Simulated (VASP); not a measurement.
# Ni2N (P4/mmm) in VASP: a series of runs, part 2 of 2

VASP 6.6.1. The steps go on from the part before.

### Step 3. Single point, PBE, collinear spin, ferromagnetic start

INCAR

```
SYSTEM = Ni2N
PREC = Accurate ; ENCUT = 520
EDIFF = 1E-6 ; ISMEAR = 0
SIGMA = 0.1 ; LREAL = .FALSE.
LASPH = .TRUE. ; NELM = 150
ALGO = Normal ; ISIF = 2
LWAVE = .FALSE. ; LCHARG = .FALSE.
ISPIN = 2 ; MAGMOM = 2 2 0
LORBIT = 11 ; LMAXMIX = 4
GGA = PE ; NBANDS = 24
```

KPOINTS

```
Automatic mesh
0
G
  10 4 4
  0 0 0
```

POSCAR

```
Ni2N
1.0
    2.7492573581      0.0000000000      0.0000000000
    0.0000000000      3.5796361801      0.0000000000
    0.0000000000      0.0000000000      3.5796084771
Ni N
2 1
Direct
    0.0000000000      0.5000000000      0.5000000000
    0.0000000000      0.0000000000      0.0000000000
    0.0000000000      0.0000000000      0.5000000000
```

Potentials or basis: VASP PAW PBE potentials, release 64 (Ni, N).

The run is started by

```sh
$ cat potpaw_PBE.64/Ni/POTCAR potpaw_PBE.64/N/POTCAR > POTCAR
$ mpirun -np 1 vasp_std > vasp.out
```

OUTCAR:

```text
SYSTEM = Ni2N
   PREC = Accurate
   ENCUT = 520
   EDIFF = 1E-6
   ISMEAR = 0
   LREAL = .FALSE.
   LASPH = .TRUE.
   NELM = 150
   ISIF = 2
   ISPIN = 2
   LORBIT = 11
   GGA = PE

 ion  position               nearest neighbor table
   1  0.000  0.500  0.500-   3 1.79   3 1.79   2 2.53   2 2.53   2 2.53   2 2.53
   2  0.000  0.000  0.000-   3 1.79   3 1.79   1 2.53   1 2.53   1 2.53   1 2.53
   3  0.000  0.000  0.500-   2 1.79   2 1.79   1 1.79   1 1.79

  LATTYP: Found a simple tetragonal cell.
 ALAT       =     3.5796361801
 C/A-ratio  =     0.7680270340

  Lattice vectors:

 A1 = (   0.0000000000,   3.5796361801,   0.0000000000)
 A2 = (   0.0000000000,   0.0000000000,   3.5796084771)
 A3 = (   2.7492573581,   0.0000000000,   0.0000000000)

Analysis of symmetry for initial positions (statically):
=====================================================================
 Subroutine PRICEL returns:
 Original cell was already a primitive cell.

 Routine SETGRP: Setting up the symmetry group for a
 simple tetragonal supercell.

 Subroutine GETGRP returns: Found 16 space group operations
 (whereof  8 operations were pure point group operations)
 out of a pool of 16 trial point group operations.

The static configuration has the point symmetry D_2h.
 The point group associated with its full space group is D_4h.

Analysis of symmetry for dynamics (positions and initial velocities):
=====================================================================
 Subroutine PRICEL returns:
 Original cell was already a primitive cell.

 Routine SETGRP: Setting up the symmetry group for a
 simple tetragonal supercell.

 Subroutine GETGRP returns: Found 16 space group operations
 (whereof  8 operations were pure point group operations)
 out of a pool of 16 trial point group operations.

The dynamic configuration has the point symmetry D_2h.
 The point group associated with its full space group is D_4h.

Analysis of structural, dynamic, and magnetic symmetry:
=====================================================================
 Subroutine PRICEL returns:
 Original cell was already a primitive cell.

 Routine SETGRP: Setting up the symmetry group for a
 simple tetragonal supercell.

 Subroutine GETGRP returns: Found 16 space group operations
 (whereof  8 operations were pure point group operations)
 out of a pool of 16 trial point group operations.

The overall configuration has the point symmetry D_2h.
 The point group associated with its full space group is D_4h.

 Subroutine INISYM returns: Found 16 space group operations
 (whereof  8 operations are pure point group operations),
 and found     1 'primitive' translations

----------------------------------------------------------------------------------------

                                     Primitive cell

  volume of cell :      35.2281

  direct lattice vectors                    reciprocal lattice vectors
     2.749257358  0.000000000  0.000000000     0.363734591  0.000000000  0.000000000
     0.000000000  3.579636180  0.000000000     0.000000000  0.279357999  0.000000000
     0.000000000  0.000000000  3.579608477     0.000000000  0.000000000  0.279360161

  length of vectors
     2.749257358  3.579636180  3.579608477     0.363734591  0.279357999  0.279360161

  position of ions in fractional coordinates (direct lattice)
     0.000000000  0.500000000  0.500000000
     0.000000000  0.000000000  0.000000000
[... 72 lines left out ...]
   ICHARG =      2    charge: 1-file 2-atom 10-const
   ISPIN  =      2    spin polarized calculation?
   LNONCOLLINEAR =      F non collinear calculations
   LSORBIT =      F    spin-orbit coupling
   LASPH  =      T    aspherical Exc in radial PAW
   ENCUT  =  520.0 eV  38.22 Ry    6.18 a.u.   5.11  6.66  6.66*2*pi/ulx,y,z
   NELM   =    150;   NELMIN=  2; NELMDL= -5     # of ELM steps
   EDIFF  = 0.1E-05   stopping-criterion for ELM
   LREAL  =      F    real-space projection
   EDIFFG = 0.1E-04   stopping-criterion for IOM
   NSW    =      0    number of steps for IOM
   IBRION =     -1    ionic relax: 0-MD 1-quasi-New 2-CG
   NFREE  =      0    steps in history (QN), initial steepest desc. (CG)
   ISIF   =      2    stress and relaxation
   ISYM   =      2    0-nonsym 1-usesym 2-fastsym
   POTIM  = 0.5000    time-step for ionic-motion
   TEBEG  =    0.0;   TEEND  =   0.0 temperature during run
   PSTRESS=    0.0 pullay stress
   NELECT =      25.0000    total number of electrons
   NUPDOWN=      -1.0000    fix difference up-down
   EMIN   =  10.00;   EMAX   =-10.00  energy-range for DOS
   EFERMI =   0.00;   METHOD = LEGACY
   ISMEAR =     0;   SIGMA  =   0.10  broadening in eV -4-tet -1-fermi 0-gaus
   EFERMI_NEDOS =   21; number of points for ismear=-14 and -15
   IALGO  =     38    algorithm
   IMIX   =      4    mixing-type and parameters
     AMIX     =   0.40;   BMIX     =  1.00
     AMIX_MAG =   1.60;   BMIX_MAG =  1.00
  volume/ion in A,a.u.               =      11.74        79.24
  Fermi-wavevector in a.u.,A,eV,Ry     =   1.460242  2.759458 29.011802  2.132307
  Thomas-Fermi vector in A             =   2.576715
   LORBIT       =     11    0 simple, 1 ext, 2 COOP (PROOUT), +10 PAW based schemes
   GGA     = PE    functional components
   LHFCALC =     F    Hartree Fock is set to
   AEXX    =    0.0000 exact exchange contribution
   IVDW    =     0    specifies the selected vdW correction
   LEPSILON=     F    determine dielectric tensor
   LRPA    =     F    only Hartree local field effects (RPA)
 spin polarized calculation
 Gauss-broadening in eV      SIGMA  =   0.10
  energy-cutoff  :      520.00
  volume of cell :       35.23
 maximum number of plane-waves:       971
   NGX = 11   NGY = 13   NGZ = 13

 number of electron      25.0000059 magnetization       0.0020947

 number of electron      25.0000059 magnetization      -0.0008903

 Free energy of the ion-electron system (eV)
  ---------------------------------------------------
  ext. energy  EPLUGINS =         0.00000000
  ---------------------------------------------------
  free energy    TOTEN  =       -18.22586939 eV

  energy without entropy =      -18.21429792  energy(sigma->0) =      -18.22008365

 E-fermi :   6.2877     XC(G=0): -11.6424

 val. band max:        6.2875577555   @ k =   0.3000   0.5000   0.0000
 cond. band min:       6.3228269160   @ k =   0.4000   0.5000   0.0000
 fundamental gap:      0.0352691605
 Fermi energy:         6.2877040229

 spin component 1

 k-point     1 :       0.0000    0.0000    0.0000
  band No.  band energies     occupation
      1     -10.5268      1.00000
      2       1.3866      1.00000
      3       1.8628      1.00000
      4       1.8628      1.00000
      5       2.7246      1.00000
      6       3.6111      1.00000
[... 637 lines left out ...]
     23      25.9937      0.00000
     24      27.0533      0.00000

 [... further k-points ...]

 spin component 2

 k-point     1 :       0.0000    0.0000    0.0000
  band No.  band energies     occupation
      1     -10.5270      1.00000
      2       1.3866      1.00000
      3       1.8625      1.00000
      4       1.8625      1.00000
      5       2.7237      1.00000
      6       3.6109      1.00000
[... 637 lines left out ...]
     23      25.9936      0.00000
     24      27.0531      0.00000

 [... further k-points ...]
[... 5 lines left out ...]
  --------------------------------------------------------------------------------------
  -------------------------------------------------------------------------------------
  Total       -0.0379788      0.1945570      0.1945540      0.0000000      0.0000000      0.0000000
  in kB       -1.7272764      8.8484578      8.8483208      0.0000000      0.0000000      0.0000000
  external PRESSURE =       5.3231674 kB  Pullay stress =       0.0000000 kB

 VOLUME and BASIS-vectors are now :
 -----------------------------------------------------------------------------
  energy-cutoff  :      520.00
  volume of cell :       35.23
      direct lattice vectors                 reciprocal lattice vectors
     2.749257358  0.000000000  0.000000000     0.363734591  0.000000000  0.000000000
     0.000000000  3.579636180  0.000000000     0.000000000  0.279357999  0.000000000
     0.000000000  0.000000000  3.579608477     0.000000000  0.000000000  0.279360161

 POSITION                                       TOTAL-FORCE (eV/Angst)
 -----------------------------------------------------------------------------------
      0.00000      1.78982      1.78980         0.000000      0.000000      0.000000
      0.00000      0.00000      0.00000         0.000000      0.000000      0.000000
      0.00000      0.00000      1.78980         0.000000      0.000000      0.000000
 -----------------------------------------------------------------------------------
    total drift:                                0.000000      0.000000      0.000000

  FREE ENERGIE OF THE ION-ELECTRON SYSTEM (eV)
  ---------------------------------------------------
  free  energy   TOTEN  =       -18.2258693877 eV

  energy  without entropy=      -18.2142979214  energy(sigma->0) =      -18.22008365

 total charge

# of ion       s       p       d       tot
------------------------------------------
    1        0.473   0.575   8.401   9.449
    2        0.473   0.575   8.401   9.449
    3        1.271   2.440   0.000   3.711
--------------------------------------------------
tot          2.217   3.590  16.802  22.609

 magnetization (x)

# of ion       s       p       d       tot
------------------------------------------
    1        0.000  -0.000  -0.000  -0.000
    2        0.000  -0.000  -0.000  -0.000
    3       -0.000  -0.000   0.000  -0.000
--------------------------------------------------
tot          0.000  -0.000  -0.000  -0.001
```

OSZICAR:

```text
N       E                     dE             d eps       ncg     rms          rms(c)
DAV:   1     0.156714234144E+03    0.15671E+03   -0.11063E+04  3560   0.131E+03
DAV:   2    -0.937073113688E+01   -0.16608E+03   -0.15134E+03  3664   0.274E+02
DAV:   3    -0.227170212355E+02   -0.13346E+02   -0.12985E+02  4224   0.876E+01
DAV:   4    -0.229500863879E+02   -0.23307E+00   -0.23290E+00  3872   0.118E+01
DAV:   5    -0.229566211818E+02   -0.65348E-02   -0.65346E-02  4160   0.189E+00    0.248E+01
DAV:   6    -0.243868871428E+02   -0.14303E+01   -0.29599E+01  4472   0.105E+02    0.275E+01
DAV:   7    -0.181853722308E+02    0.62015E+01   -0.15326E+01  4208   0.671E+01    0.669E+00
DAV:   8    -0.181937361956E+02   -0.83640E-02   -0.82466E-01  3888   0.748E+00    0.324E+00
DAV:   9    -0.182209959060E+02   -0.27260E-01   -0.79885E-02  4808   0.365E+00    0.145E+00
DAV:  10    -0.182251466410E+02   -0.41507E-02   -0.12388E-02  4648   0.111E+00    0.444E-01
DAV:  11    -0.182257609953E+02   -0.61435E-03   -0.19097E-03  4496   0.461E-01    0.164E-01
DAV:  12    -0.182258532165E+02   -0.92221E-04   -0.40535E-04  4008   0.203E-01    0.769E-02
DAV:  13    -0.182258660484E+02   -0.12832E-04   -0.28435E-05  4264   0.619E-02    0.365E-02
DAV:  14    -0.182258692790E+02   -0.32306E-05   -0.57810E-06  4536   0.316E-02    0.990E-03
DAV:  15    -0.182258693877E+02   -0.10870E-06   -0.97000E-07  2488   0.110E-02
   1 F= -.18225869E+02 E0= -.18220084E+02  d E =-.115715E-01  mag=    -0.0005
```

Wall time 26 s (1 thread of Intel Xeon 6975P-C (Granite Rapids), shared host); peak memory 0.17 GiB.

What came out:

```
Free energy                                           : -18.2259 eV
Pressure                                              : 0.5 GPa
Net moment                                            : 0.00 μB per cell
Valence electrons inside the program's atomic spheres : Ni 9.45; N 3.71
```

Caveat: the k points lie up to 0.44 Å⁻¹ apart; the moments typed at the start vanished in this run.
